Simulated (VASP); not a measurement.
# HfB (Fm-3m) in VASP: settings compared

The runs below take HfB through single point, with PBE0+D3(BJ), HSE06.

Everything below comes from runs of VASP 6.6.1. Logs are shortened: lines on timing, memory, paths and dates and some standing lists are left out, and cuts for length are marked.

## (1) The cell of the first run

The structure is cubic, space group Fm-3m (No. 225). Conventional cell: a = 4.620 Å, b = 4.620 Å, c = 4.620 Å, α = 90.00°, β = 90.00°, γ = 90.00°. Within 3.1 Å of Hf (site symmetry m-3m) lie 6 B at 2.31 Å. B (site symmetry m-3m) has 6 Hf at 2.31 Å within 3.1 Å.

## (2) Single point, PBE0+D3(BJ)

POSCAR reads:

```
HfB
1.0
    0.0000000000      2.3100000000      2.3100000000
    2.3100000000      0.0000000000      2.3100000000
    2.3100000000      2.3100000000      0.0000000000
Hf B
1 1
Direct
    0.5000000000      0.5000000000      0.5000000000
    0.0000000000      0.0000000000      0.0000000000
```

INCAR.step1 reads:

```
SYSTEM = HfB
ALGO     = Normal         ! electronic algorithm
EDIFF    = 1E-5           ! SCF threshold, eV
ENCUT    = 520            ! plane-wave cutoff, eV
GGA      = PE             ! functional
ISIF     = 2              ! what is computed and relaxed
ISMEAR   = -1             ! smearing method
LASPH    = .True.         ! aspherical terms in the spheres
LCHARG   = .False.        ! write CHGCAR
LREAL    = .False.        ! projectors in reciprocal space
LWAVE    = .True.         ! write WAVECAR
NBANDS   = 14             ! bands
NELM     = 60             ! most SCF steps
PREC     = Accurate       ! precision mode
SIGMA    = 0.1            ! smearing width, eV
```

INCAR.step2 reads:

```
SYSTEM = HfB
AEXX     = 0.25           ! exact-exchange fraction
ALGO     = Normal         ! electronic algorithm
EDIFF    = 1E-6           ! SCF threshold, eV
ENCUT    = 520            ! plane-wave cutoff, eV
GGA      = PE             ! functional
ISIF     = 2              ! what is computed and relaxed
ISMEAR   = -1             ! smearing method
ISTART   = 1            
IVDW     = 12             ! dispersion correction
LASPH    = .True.         ! aspherical terms in the spheres
LCHARG   = .False.        ! write CHGCAR
LHFCALC  = .True.         ! exact exchange
LREAL    = .False.        ! projectors in reciprocal space
LWAVE    = .False.        ! write WAVECAR
NBANDS   = 14             ! bands
NELM     = 60             ! most SCF steps
PREC     = Accurate       ! precision mode
PRECFOCK = Normal       
SIGMA    = 0.1            ! smearing width, eV
```

KPOINTS reads:

```
k-points
0
Gamma
  5 5 5
  0 0 0
```

Potentials or basis: VASP PAW PBE potentials, release 64 (Hf_pv, B).

Command:

```sh
> cat potpaw_PBE.64/Hf_pv/POTCAR potpaw_PBE.64/B/POTCAR > POTCAR
> cp INCAR.step1 INCAR
> mpirun -np 1 vasp_std > vasp.out
> cp INCAR.step2 INCAR
> mpirun -np 1 vasp_std > vasp.out
```

OUTCAR:

```text
SYSTEM = HfB
   AEXX = 0.25
   EDIFF = 1E-6
   ENCUT = 520
   GGA = PE
   ISIF = 2
   ISMEAR = -1
   ISTART = 1
   IVDW = 12
   LASPH = .True.
   LHFCALC = .True.
   LREAL = .False.
   NELM = 60
   PREC = Accurate
   PRECFOCK = Normal
 IVDW          = 12

 ion  position               nearest neighbor table
   1  0.500  0.500  0.500-   2 2.31   2 2.31   2 2.31   2 2.31   2 2.31   2 2.31
   2  0.000  0.000  0.000-   1 2.31   1 2.31   1 2.31   1 2.31   1 2.31   1 2.31

  LATTYP: Found a face centered cubic cell.
 ALAT       =     4.6200000000

  Lattice vectors:

 A1 = (   0.0000000000,   2.3100000000,   2.3100000000)
 A2 = (   2.3100000000,   0.0000000000,   2.3100000000)
 A3 = (   2.3100000000,   2.3100000000,   0.0000000000)

Analysis of symmetry for initial positions (statically):
=====================================================================
 Subroutine PRICEL returns:
 Original cell was already a primitive cell.

 Routine SETGRP: Setting up the symmetry group for a
 face centered cubic supercell.

 Subroutine GETGRP returns: Found 48 space group operations
 (whereof 48 operations were pure point group operations)
 out of a pool of 48 trial point group operations.

The static configuration has the point symmetry O_h .

Analysis of symmetry for dynamics (positions and initial velocities):
=====================================================================
 Subroutine PRICEL returns:
 Original cell was already a primitive cell.

 Routine SETGRP: Setting up the symmetry group for a
 face centered cubic supercell.

 Subroutine GETGRP returns: Found 48 space group operations
 (whereof 48 operations were pure point group operations)
 out of a pool of 48 trial point group operations.

The dynamic configuration has the point symmetry O_h .

 Subroutine INISYM returns: Found 48 space group operations
 (whereof 48 operations are pure point group operations),
 and found     1 'primitive' translations

----------------------------------------------------------------------------------------

                                     Primitive cell

  volume of cell :      24.6528

  direct lattice vectors                    reciprocal lattice vectors
     0.000000000  2.310000000  2.310000000    -0.216450216  0.216450216  0.216450216
     2.310000000  0.000000000  2.310000000     0.216450216 -0.216450216  0.216450216
     2.310000000  2.310000000  0.000000000     0.216450216  0.216450216 -0.216450216

  length of vectors
     3.266833329  3.266833329  3.266833329     0.374902772  0.374902772  0.374902772

  position of ions in fractional coordinates (direct lattice)
     0.500000000  0.500000000  0.500000000
     0.000000000  0.000000000  0.000000000

  ion indices of the primitive-cell ions
   primitive index   ion index
                 1           1
                 2           2

----------------------------------------------------------------------------------------

 KPOINTS: k-points

Automatic generation of k-mesh.
 Grid dimensions read from file:
 generate k-points for:    5    5    5

 Generating k-lattice:

  Cartesian coordinates                     Fractional coordinates (reciprocal lattice)
    -0.043290043  0.043290043  0.043290043     0.200000000  0.000000000  0.000000000
     0.043290043 -0.043290043  0.043290043     0.000000000  0.200000000  0.000000000
     0.043290043  0.043290043 -0.043290043     0.000000000  0.000000000  0.200000000

  Length of vectors
     0.074980554  0.074980554  0.074980554

  Shift w.r.t. Gamma in fractional coordinates (k-lattice)
     0.000000000  0.000000000  0.000000000

 Subroutine IBZKPT returns following result:
 ===========================================

 Found     10 irreducible k-points:

 Following reciprocal coordinates:
            Coordinates               Weight
  0.000000  0.000000  0.000000      1.000000
  0.200000  0.000000  0.000000      8.000000
  0.400000  0.000000  0.000000      8.000000
  0.200000  0.200000  0.000000      6.000000
  0.400000  0.200000  0.000000     24.000000
 -0.400000  0.200000  0.000000     24.000000
 -0.200000  0.200000  0.000000     12.000000
  0.400000  0.400000  0.000000      6.000000
 -0.400000  0.400000  0.000000     12.000000
 -0.400000  0.400000  0.200000     24.000000
   k-points           NKPTS =     10   k-points in BZ     NKDIM =    125   number of bands    NBANDS=     14
   number of dos      NEDOS =    301   number of ions     NIONS =      2
   total plane-waves  NPLWV =  13824
   dimension x,y,z NGX =    24 NGY =   24 NGZ =   24
   dimension x,y,z NGXF=    48 NGYF=   48 NGZF=   48
   ions per type =               1   1
   NGX,Y,Z   is equivalent  to a cutoff of  12.21, 12.21, 12.21 a.u.
   NGXF,Y,Z  is equivalent  to a cutoff of  24.43, 24.43, 24.43 a.u.
 SYSTEM =  HfB
   PREC   = accura    normal or accurate (medium, high low for compatibility)
   ISTART =      1    job   : 0-new  1-cont  2-samecut
   ICHARG =      0    charge: 1-file 2-atom 10-const
   ISPIN  =      1    spin polarized calculation?
   LNONCOLLINEAR =      F non collinear calculations
   LSORBIT =      F    spin-orbit coupling
   LASPH  =      T    aspherical Exc in radial PAW
   ENCUT  =  520.0 eV  38.22 Ry    6.18 a.u.   6.07  6.07  6.07*2*pi/ulx,y,z
   NELM   =     60;   NELMIN=  2; NELMDL=  0     # of ELM steps
   EDIFF  = 0.1E-05   stopping-criterion for ELM
   LREAL  =      F    real-space projection
   EDIFFG = 0.1E-04   stopping-criterion for IOM
   NSW    =      0    number of steps for IOM
   IBRION =     -1    ionic relax: 0-MD 1-quasi-New 2-CG
   NFREE  =      0    steps in history (QN), initial steepest desc. (CG)
   ISIF   =      2    stress and relaxation
   ISYM   =      3    0-nonsym 1-usesym 2-fastsym
   POTIM  = 0.5000    time-step for ionic-motion
   TEBEG  =    0.0;   TEEND  =   0.0 temperature during run
   PSTRESS=    0.0 pullay stress
   NELECT =      13.0000    total number of electrons
   NUPDOWN=      -1.0000    fix difference up-down
   EMIN   =  10.00;   EMAX   =-10.00  energy-range for DOS
   EFERMI =   0.00;   METHOD = LEGACY
   ISMEAR =    -1;   SIGMA  =   0.10  broadening in eV -4-tet -1-fermi 0-gaus
   EFERMI_NEDOS =   21; number of points for ismear=-14 and -15
   IALGO  =     38    algorithm
   IMIX   =      1    mixing-type and parameters
     AMIX     =   0.40;   BMIX     =  1.00
     AMIX_MAG =   1.60;   BMIX_MAG =  1.00
  volume/ion in A,a.u.               =      12.33        83.18
  Fermi-wavevector in a.u.,A,eV,Ry     =   1.322617  2.499383 23.800871  1.749315
  Thomas-Fermi vector in A             =   2.452285
   LORBIT       =      0    0 simple, 1 ext, 2 COOP (PROOUT), +10 PAW based schemes
   GGA     = PE    functional components
   LHFCALC =     T    Hartree Fock is set to
   PRECFOCK=normal    Normal, Fast or Accurate (Low or Medium for compatibility)
   ENCUT4O =  -1.0   cutoff for four orbital integrals eV
   NKREDX  =     1    reduce k-point grid by
   NKREDY  =     1    reduce k-point grid by
   NKREDZ  =     1    reduce k-point grid by
   AEXX    =    0.2500 exact exchange contribution
   HFSCREEN=    0.0000 screening length (either q_TF or 0.3 A-1)
   HFSCREENC=   0.0000 screening length for correlation (either q_TF or 0.3 A-1)
   ENCUTFOCK=  -1.0 apply spherical cutoff to Coloumb kernel
   IVDW    =    12    specifies the selected vdW correction
   LEPSILON=     F    determine dielectric tensor
   LRPA    =     F    only Hartree local field effects (RPA)
 non-spin polarized calculation
  energy-cutoff  :      520.00
  volume of cell :       24.65
 maximum number of plane-waves:       678
  NGX = 20; NGY = 20; NGZ = 20

 number of electron      13.0000002 magnetization

 Free energy of the ion-electron system (eV)
  ---------------------------------------------------
  ext. energy  EPLUGINS =         0.00000000
  ---------------------------------------------------
  free energy    TOTEN  =       -20.66494183 eV

  energy without entropy =      -20.63840189  energy(sigma->0) =      -20.65167186

 E-fermi :   5.1874     XC(G=0):  -9.6677

 val. band max:        4.3561129181   @ k =   0.2000   0.0000   0.0000
 cond. band min:       5.2127470616   @ k =   0.4000   0.2000   0.0000
 fundamental gap:      0.8566341435
 Fermi energy:         5.1874044672

 k-point     1 :       0.0000    0.0000    0.0000
  band No.  band energies     occupation
      1     -25.9406      2.00000
      2     -25.9406      2.00000
      3     -25.9406      2.00000
      4      -6.5527      2.00000
      5       8.0686      0.00000
      6       8.0686      0.00000
      7       8.0686      0.00000
      8       9.8447      0.00000
      9       9.8447      0.00000
     10       9.8447      0.00000
     11      10.1282      0.00000
     12      10.1282      0.00000
     13      17.7662      0.00000
     14      19.4781      0.00000

 k-point     2 :       0.2000    0.0000    0.0000
  band No.  band energies     occupation
      1     -26.2425      2.00000
      2     -25.9669      2.00000
      3     -25.9669      2.00000
      4      -5.3319      2.00000
      5       4.3561      1.99951
      6       5.9058      0.00152
      7       5.9058      0.00152
      8       9.4820      0.00000
      9       9.4820      0.00000
     10      10.9160      0.00000
     11      14.9157      0.00000
     12      14.9157      0.00000
     13      20.2069      0.00000
     14      20.7239      0.00000

 k-point     3 :       0.4000    0.0000    0.0000
  band No.  band energies     occupation
      1     -26.7024      2.00000
      2     -26.0098      2.00000
      3     -26.0098      2.00000
      4      -2.5254      2.00000
      5       0.7591      2.00000
      6       3.1957      2.00000
      7       3.1957      2.00000
      8      12.1088      0.00000
      9      12.1088      0.00000
     10      12.4912      0.00000
     11      16.5214      0.00000
     12      19.7903      0.00000
     13      19.7903      0.00000
     14      21.9605      0.00000
[... 86 lines left out ...]
 k-point     9 :      -0.4000    0.4000    0.0000
  band No.  band energies     occupation
      1     -26.6158      2.00000
      2     -26.3589      2.00000
      3     -26.1785      2.00000
      4      -2.7277      2.00000
      5       2.4732      2.00000
      6       2.8998      2.00000
      7       6.0453      0.00038
      8       8.4077      0.00000
      9      13.5272      0.00000
     10      14.4051      0.00000
     11      15.1987      0.00000
     12      16.3388      0.00000
     13      21.1986      0.00000
     14      22.0767      0.00000

 k-point    10 :      -0.4000    0.4000    0.2000
  band No.  band energies     occupation
      1     -26.5573      2.00000
      2     -26.3616      2.00000
      3     -26.1678      2.00000
      4      -2.1959      2.00000
      5       1.6357      2.00000
      6       2.8940      2.00000
      7       3.9663      1.99999
      8      10.4312      0.00000
      9      12.4565      0.00000
     10      14.4009      0.00000
     11      14.7470      0.00000
     12      18.3715      0.00000
     13      21.0267      0.00000
     14      22.0754      0.00000

------------------------ aborting loop because EDIFF is reached ----------------------------------------

 Edisp (eV)   -0.90772

 E8    (eV) :    -0.5251

  FORCE on cell =-STRESS in cart. coord.  units (eV):
  Direction    XX          YY          ZZ          XY          YZ          ZX
  --------------------------------------------------------------------------------------
  -------------------------------------------------------------------------------------
  Total       3.47018     3.47018     3.47018     0.00000    -0.00000     0.00000
  in kB     225.52632   225.52632   225.52632     0.00000    -0.00000     0.00000
  external pressure =      225.53 kB  Pullay stress =        0.00 kB

 VOLUME and BASIS-vectors are now :
 -----------------------------------------------------------------------------
  energy-cutoff  :      520.00
  volume of cell :       24.65
      direct lattice vectors                 reciprocal lattice vectors
     0.000000000  2.310000000  2.310000000    -0.216450216  0.216450216  0.216450216
     2.310000000  0.000000000  2.310000000     0.216450216 -0.216450216  0.216450216
     2.310000000  2.310000000  0.000000000     0.216450216  0.216450216 -0.216450216

 POSITION                                       TOTAL-FORCE (eV/Angst)
 -----------------------------------------------------------------------------------
      2.31000      2.31000      2.31000        -0.000000      0.000000     -0.000000
      0.00000      0.00000      0.00000         0.000000     -0.000000      0.000000
 -----------------------------------------------------------------------------------
    total drift:                               -0.000000     -0.000000     -0.000000

  FREE ENERGIE OF THE ION-ELECTRON SYSTEM (eV)
  ---------------------------------------------------
  free  energy   TOTEN  =       -21.5726571186 eV

  energy  without entropy=      -21.5461171795  energy(sigma->0) =      -21.55938715
```

It used 1200 s of CPU time on 1 thread of AMD EPYC 7R13 Processor (Zen 3), with other jobs on the host.

What came out:

| Property | Result |
| --- | --- |
| Free energy | -21.5727 eV |
| Pressure | 22.6 GPa |
| Dispersion energy per atom | -0.454 eV |

Levels at points of the mesh, in eV from the Fermi level:
```csv
k point,band 4,band 5,band 6,band 7,band 8,band 9
"(0.00, 0.00, 0.00)",-11.74,2.88,2.88,2.88,4.66,4.66
```

Caveat: the k points lie up to 0.47 Å⁻¹ apart; the PAW data sets were made with another functional, which shifts forces and pressure a little; spin-orbit coupling is left out, which moves the levels of the heavy elements; pairwise dispersion overbinds metals, which lowers pressure and volume.

[end of part 1 of 2]
